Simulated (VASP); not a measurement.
# AlNi (Pm-3m) in VASP: single point with PBEsol

Aim: the single point of AlNi with PBEsol.

Everything below comes from runs of VASP 6.6.1. Logs are shortened: lines on timing, memory, paths and dates and some standing lists are left out, and cuts for length are marked.

### Step 1. The cell of the first run

Symmetry: Pm-3m, No. 221, cubic system. Conventional cell: a = 2.862 Å, b = 2.862 Å, c = 2.862 Å, α = 90.00°, β = 90.00°, γ = 90.00°. Al (site symmetry m-3m) has 8 Ni at 2.48 Å and 6 Al at 2.86 Å within 3.3 Å. Within 3.3 Å of Ni (site symmetry m-3m) lie 8 Al at 2.48 Å and 6 Ni at 2.86 Å.

### Step 2. Single point, PBEsol, collinear spin, ferromagnetic start

INCAR

```
SYSTEM = AlNi
ALGO = Normal
EDIFF = 1E-7
ENCUT = 520
GGA = PS
ISIF = 2
ISMEAR = 0
ISPIN = 2
LASPH = .True.
LCHARG = .False.
LMAXMIX = 4
LORBIT = 11
LREAL = .False.
LWAVE = .False.
MAGMOM = 3 1
NBANDS = 18
NELM = 150
PREC = Accurate
SIGMA = 0.1
```

KPOINTS

```
k-points
0
Gamma
  14 14 14
  0 0 0
```

POSCAR

```
AlNi
1.0
    2.8621655562      0.0000000000      0.0000000000
    0.0000000000      2.8621655562      0.0000000000
    0.0000000000      0.0000000000      2.8621655562
Al Ni
1 1
Direct
    0.0000000000      0.0000000000      0.0000000000
    0.5000000000      0.5000000000      0.5000000000
```

Potentials or basis: VASP PAW PBE potentials, release 64 (Al, Ni).

Run with:

```console
$ cat potpaw_PBE.64/Al/POTCAR potpaw_PBE.64/Ni/POTCAR > POTCAR
$ mpirun -np 1 vasp_std > vasp.out
```

OUTCAR:

```text
SYSTEM = AlNi
   EDIFF = 1E-7
   ENCUT = 520
   GGA = PS
   ISIF = 2
   ISMEAR = 0
   ISPIN = 2
   LASPH = .True.
   LORBIT = 11
   LREAL = .False.
   NELM = 150
   PREC = Accurate

 ion  position               nearest neighbor table
   1  0.000  0.000  0.000-   2 2.48   2 2.48   2 2.48   2 2.48   2 2.48   2 2.48   2 2.48   2 2.48

   2  0.500  0.500  0.500-   1 2.48   1 2.48   1 2.48   1 2.48   1 2.48   1 2.48   1 2.48   1 2.48

  LATTYP: Found a simple cubic cell.
 ALAT       =     2.8621655562

  Lattice vectors:

 A1 = (   2.8621655562,   0.0000000000,   0.0000000000)
 A2 = (   0.0000000000,   2.8621655562,   0.0000000000)
 A3 = (   0.0000000000,   0.0000000000,   2.8621655562)

Analysis of symmetry for initial positions (statically):
=====================================================================
 Subroutine PRICEL returns:
 Original cell was already a primitive cell.

 Routine SETGRP: Setting up the symmetry group for a
 simple cubic supercell.

 Subroutine GETGRP returns: Found 48 space group operations
 (whereof 48 operations were pure point group operations)
 out of a pool of 48 trial point group operations.

The static configuration has the point symmetry O_h .

Analysis of symmetry for dynamics (positions and initial velocities):
=====================================================================
 Subroutine PRICEL returns:
 Original cell was already a primitive cell.

 Routine SETGRP: Setting up the symmetry group for a
 simple cubic supercell.

 Subroutine GETGRP returns: Found 48 space group operations
 (whereof 48 operations were pure point group operations)
 out of a pool of 48 trial point group operations.

The dynamic configuration has the point symmetry O_h .

Analysis of structural, dynamic, and magnetic symmetry:
=====================================================================
 Subroutine PRICEL returns:
 Original cell was already a primitive cell.

 Routine SETGRP: Setting up the symmetry group for a
 simple cubic supercell.

 Subroutine GETGRP returns: Found 48 space group operations
 (whereof 48 operations were pure point group operations)
 out of a pool of 48 trial point group operations.

The overall configuration has the point symmetry O_h .

 Subroutine INISYM returns: Found 48 space group operations
 (whereof 48 operations are pure point group operations),
 and found     1 'primitive' translations

----------------------------------------------------------------------------------------

                                     Primitive cell

  volume of cell :      23.4468

[... 107 lines left out ...]
     AMIX     =   0.40;   BMIX     =  1.00
     AMIX_MAG =   1.60;   BMIX_MAG =  1.00
  volume/ion in A,a.u.               =      11.72        79.11
  Fermi-wavevector in a.u.,A,eV,Ry     =   1.344914  2.541519 24.610134  1.808794
  Thomas-Fermi vector in A             =   2.472869
   LORBIT       =     11    0 simple, 1 ext, 2 COOP (PROOUT), +10 PAW based schemes
   GGA     = PS    functional components
   LHFCALC =     F    Hartree Fock is set to
   AEXX    =    0.0000 exact exchange contribution
   IVDW    =     0    specifies the selected vdW correction
   LEPSILON=     F    determine dielectric tensor
   LRPA    =     F    only Hartree local field effects (RPA)
 spin polarized calculation
 Gauss-broadening in eV      SIGMA  =   0.10
  energy-cutoff  :      520.00
  volume of cell :       23.45
 maximum number of plane-waves:       651
 NGX is ok and might be reduce to    24
   NGX = 11   NGY = 11   NGZ = 11

 number of electron      13.0000011 magnetization       0.0002924

 number of electron      13.0000011 magnetization      -0.0000495

 Free energy of the ion-electron system (eV)
  ---------------------------------------------------
  ext. energy  EPLUGINS =         0.00000000
  ---------------------------------------------------
  free energy    TOTEN  =       -11.58708101 eV

  energy without entropy =      -11.58203203  energy(sigma->0) =      -11.58455652

 E-fermi :  10.1304     XC(G=0): -12.2618

 val. band max:       10.1223612647   @ k =   0.3571   0.2143   0.0714
 cond. band min:      10.1305090209   @ k =   0.3571   0.1429   0.1429
 fundamental gap:      0.0081477562
 Fermi energy:        10.1303986068

 spin component 1

 k-point     1 :       0.0000    0.0000    0.0000
  band No.  band energies     occupation
      1      -1.1171      1.00000
      2       6.8265      1.00000
      3       6.8265      1.00000
      4       8.5759      1.00000
      5       8.5759      1.00000
      6       8.5759      1.00000
[... 493 lines left out ...]
     17      32.8067      0.00000
     18      34.9788      0.00000

 [... further k-points ...]

 spin component 2

 k-point     1 :       0.0000    0.0000    0.0000
  band No.  band energies     occupation
      1      -1.1171      1.00000
      2       6.8265      1.00000
      3       6.8265      1.00000
      4       8.5759      1.00000
      5       8.5759      1.00000
      6       8.5759      1.00000
[... 493 lines left out ...]
     17      32.8067      0.00000
     18      34.9788      0.00000

 [... further k-points ...]
[... 5 lines left out ...]
  --------------------------------------------------------------------------------------
  -------------------------------------------------------------------------------------
  Total        0.0278409      0.0278409      0.0278409      0.0000000     -0.0000000      0.0000000
  in kB        1.9024365      1.9024365      1.9024365      0.0000000     -0.0000000      0.0000000
  external PRESSURE =       1.9024365 kB  Pullay stress =       0.0000000 kB

 VOLUME and BASIS-vectors are now :
 -----------------------------------------------------------------------------
  energy-cutoff  :      520.00
  volume of cell :       23.45
      direct lattice vectors                 reciprocal lattice vectors
     2.862165556  0.000000000  0.000000000     0.349385799  0.000000000  0.000000000
     0.000000000  2.862165556  0.000000000     0.000000000  0.349385799  0.000000000
     0.000000000  0.000000000  2.862165556     0.000000000  0.000000000  0.349385799

 POSITION                                       TOTAL-FORCE (eV/Angst)
 -----------------------------------------------------------------------------------
      0.00000      0.00000      0.00000         0.000000      0.000000      0.000000
      1.43108      1.43108      1.43108         0.000000      0.000000      0.000000
 -----------------------------------------------------------------------------------
    total drift:                                0.000000      0.000000     -0.000000

  FREE ENERGIE OF THE ION-ELECTRON SYSTEM (eV)
  ---------------------------------------------------
  free  energy   TOTEN  =       -11.5870810072 eV

  energy  without entropy=      -11.5820320350  energy(sigma->0) =      -11.58455652

 total charge

# of ion       s       p       d       tot
------------------------------------------
    1        0.385   0.421   0.000   0.806
    2        0.488   0.537   8.488   9.513
--------------------------------------------------
tot          0.873   0.958   8.488  10.319

 magnetization (x)

# of ion       s       p       d       tot
------------------------------------------
    1        0.000   0.000   0.000   0.000
    2       -0.000  -0.000  -0.000  -0.000
--------------------------------------------------
tot         -0.000   0.000  -0.000  -0.000
```

stdout:

```text
POSCAR found type information on POSCAR AlNi
 POSCAR found :  2 types and       2 ions
 scaLAPACK will be used
 -----------------------------------------------------------------------------
|                                                                             |
|                                                                             |
|     You enforced a specific xc type in the INCAR file but a different       |
|     I HOPE YOU KNOW WHAT YOU ARE DOING!                                     |
|                                                                             |
 -----------------------------------------------------------------------------

 LDA part: xc-table for (Slater+PW92), standard interpolation
 POSCAR, INCAR and KPOINTS ok, starting setup
 FFT: planning ... GRIDC
 FFT: planning ... GRID_SOFT
 FFT: planning ... GRID
 WAVECAR not read
 entering main loop
```

Wall time 3.9 min (1 thread of AMD EPYC, shared host); peak memory 0.17 GiB.

What came out:

```yaml
Free_energy: -11.5871 eV
Pressure: 0.2 GPa
Net_moment: 0.00 μB per cell
Valence_electrons_inside_the_program's_atomic_spheres: Al 0.81; Ni 9.51
```

Caveat: the moments typed at the start vanished in this run; the PAW data sets were made with another functional, which shifts forces and pressure a little.
